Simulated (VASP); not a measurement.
Input of a VASP 6.6.1 run:

The input INCAR:

```
PREC     = Accurate       # precision mode
ENCUT    = 520            # plane-wave cutoff, eV
EDIFF    = 1E-7           # SCF threshold, eV
ISMEAR   = 0              # smearing method
SIGMA    = 0.02           # smearing width, eV
LREAL    = F              # projectors in reciprocal space
LASPH    = T              # aspherical terms in the spheres
NELM     = 80             # most SCF steps
ALGO     = Normal         # electronic algorithm
ISIF     = 2              # what is computed and relaxed
LWAVE    = F              # write WAVECAR
LCHARG   = F              # write CHGCAR
GGA      = PS             # functional
NBANDS   = 28             # bands
```

File KPOINTS:

```
regular mesh
0
Gamma
  9 9 4
```

The input POSCAR:

```
La2O3
1.0
    3.9060069127      0.0000000000      0.0000000000
   -1.9530034563      3.3827012138      0.0000000000
    0.0000000000      0.0000000000      6.0409279149
La O
2 3
Direct
    0.6666666667      0.3333333333      0.7546159205
    0.3333333333      0.6666666667      0.2453840795
    0.6666666667      0.3333333333      0.3540129397
    0.3333333333      0.6666666667      0.6459870603
    0.0000000000      0.0000000000      0.0000000000
```

Potentials or basis: VASP PAW PBE potentials, release 64 (La, O).

Run with:

```sh
$ cat potpaw_PBE.64/La/POTCAR potpaw_PBE.64/O/POTCAR > POTCAR
$ mpirun -np 1 vasp_std > vasp.out
```

Predict the band gap on the k mesh.

3.80 eV (least direct gap 3.87 eV).

Estimate the largest force.

0.008 eV/Å.

What does it give for the pressure?

-0.2 GPa.

Forces on the atoms (eV/Å):
```
La   0.000  0.000 -0.008
La   0.000  0.000  0.008
O    0.000  0.000 -0.002
O    0.000  0.000  0.002
O    0.000  0.000  0.000
```

Caveat: the PAW data sets were made with another functional, which shifts forces and pressure a little; spin-orbit coupling is left out, which moves the levels of the heavy elements; an odd mesh through Γ misses points on the zone boundary, where band edges can lie.
